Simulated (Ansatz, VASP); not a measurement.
**Bi in VASP and in Ansatz**

File INCAR:

```
SYSTEM = Bi
  PREC = Accurate
  ENCUT = 520
  EDIFF = 1E-6
  ISMEAR = 0
  SIGMA = 0.15
  LREAL = .FALSE.
  LASPH = .TRUE.
  NELM = 60
  ALGO = Fast
  ISIF = 2
  LWAVE = .FALSE.
  LCHARG = .FALSE.
  GGA = PS
  IVDW = 12
  NBANDS = 14
```

File KPOINTS:

```
Automatic mesh
0
G
  18 18 18
  0 0 0
```

File POSCAR:

```
Bi
1.0
   -1.6277237531      1.6277237531      2.3650826132
    1.6277237531     -1.6277237531      2.3650826132
    1.6277237531      1.6277237531     -2.3650826132
Bi
1
Direct
    0.0000000000      0.0000000000      0.0000000000
```

Input for Ansatz:

```yaml
crystal:
  lattice:
    - [-1.6277237531, 1.6277237531, 2.3650826132]
    - [1.6277237531, -1.6277237531, 2.3650826132]
    - [1.6277237531, 1.6277237531, -2.3650826132]
  atoms:
    - { symbol: Bi, position: [0.0, 0.0, 0.0] }
basis:
  ecutwfc: 420
kpoints:
  mp_grid: { grid: [18, 18, 18] }
hamiltonian:
  xc: pbesol
  pseudopotentials: { kind: paw }
  dispersion: d3bj
scf:
  occupations: { method: gaussian, width: 0.15 }
output:
  forces: true
  stress: true
  eigenvalues: true
```

Alike in both runs: task single point; functional PBEsol; dispersion D3(BJ); k mesh 18 × 18 × 18; occupations gaussian, width 0.15 eV; no spin polarisation.

```csv
,VASP,Ansatz
version,VASP 6.6.1,Ansatz 0.2.0
potentials or method,"VASP PAW PBE potentials, release 64 (Bi_d), cutoff 520 eV","scalar-relativistic, plane waves, PAW"
valence electrons in the cell,15,15
```

|  | VASP | Ansatz | Ansatz less VASP |
| --- | --- | --- | --- |
| gap on the k mesh at the Fermi level (eV) | none | none | - |
| pressure (GPa) | 12.5 | 12.5 | +0.05 |
| traceless stress, the component that is largest in VASP (GPa) | -0.10 | -0.09 | +0.001 |

VASP's potentials were made for PBE, not for PBEsol. A gap of «none» marks a metal or a gap that the smearing closes.

Spin-orbit coupling is off throughout.
